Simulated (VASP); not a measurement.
Wanted: the native input for a VASP 6.6.1 run.

```yaml
Task: single point
Functional: LDA
Potentials_or_basis: VASP PAW LDA potentials, release 64 (C)
Cutoff: 520 eV
k_mesh: 3 × 3 × 3
Occupations: fermi-dirac, width 0.36 eV
Spin: no spin polarisation
Dipole_correction: no
Further_INCAR_settings: ALGO = Normal; EDIFF = 1e-06; NBANDS = 46
```

The structure of C lies in POSCAR:

```
C
1.0
    0.0000000000      3.6285350000      3.6285350000
    3.6285350000      0.0000000000      3.6285350000
    3.6285350000      3.6285350000      0.0000000000
C
16
Direct
   -0.1762557065     -0.0237974830      0.1706336028
   -0.0203112275      0.1020246463      0.2705775196
   -0.1286469608     -0.0305632990      0.6513372477
   -0.0022874245      0.0604651740      0.7624289141
   -0.1788049447      0.4757016261      0.1485723577
   -0.0085433929      0.5829074268      0.3049440063
   -0.1386234389      0.4728905743      0.6465970426
   -0.0067382566      0.5675155400      0.7830295147
    0.3656158753     -0.0525969847      0.1308654870
    0.4740756256      0.0999852558      0.2829241002
    0.3442987321     -0.0313625196      0.6386875144
    0.5189284381      0.0622151915      0.7741829692
    0.3366923566      0.4460753445      0.1710056538
    0.4513667362      0.6042383496      0.2965935288
    0.3933267834      0.4537643980      0.6473411446
    0.5031782799      0.6200298468      0.7780550553
```

The input as run:

INCAR

```
PREC     = Accurate       # precision mode
ENCUT    = 520            # plane-wave cutoff, eV
EDIFF    = 1E-6           # SCF threshold, eV
ISMEAR   = -1             # smearing method
SIGMA    = 0.36           # smearing width, eV
LREAL    = F              # projectors in reciprocal space
LASPH    = T              # aspherical terms in the spheres
NELM     = 120            # most SCF steps
ALGO     = Normal         # electronic algorithm
ISIF     = 2              # what is computed and relaxed
LWAVE    = F              # write WAVECAR
LCHARG   = T              # write CHGCAR
LELF     = T              # ELF
LVHAR    = T            
NBANDS   = 46             # bands
GGA_COMPAT= F
```

KPOINTS

```
Automatic mesh
0
Gamma
  3 3 3
```

Potentials or basis: VASP PAW LDA potentials, release 64 (C).

Command:

```console
$ cat potpaw_LDA.64/C/POTCAR > POTCAR
$ mpirun -np 1 vasp_std > vasp.out
```

Results of the run:

```yaml
Pressure: -18.6 GPa
Largest_force: 8.148 eV/Å
Band_gap_on_the_k_mesh: 1.44 eV
```

Caveat: the k points lie up to 0.50 Å⁻¹ apart; an odd mesh through Γ misses points on the zone boundary, where band edges can lie; forces of over 1 eV/Å act on the atoms, so gaps and moduli don't describe the material at rest.

Run time: 39 s on 1 thread of AMD EPYC 9R45 96-Core Processor (Zen 5), on a shared host, peak memory 0.17 GiB.
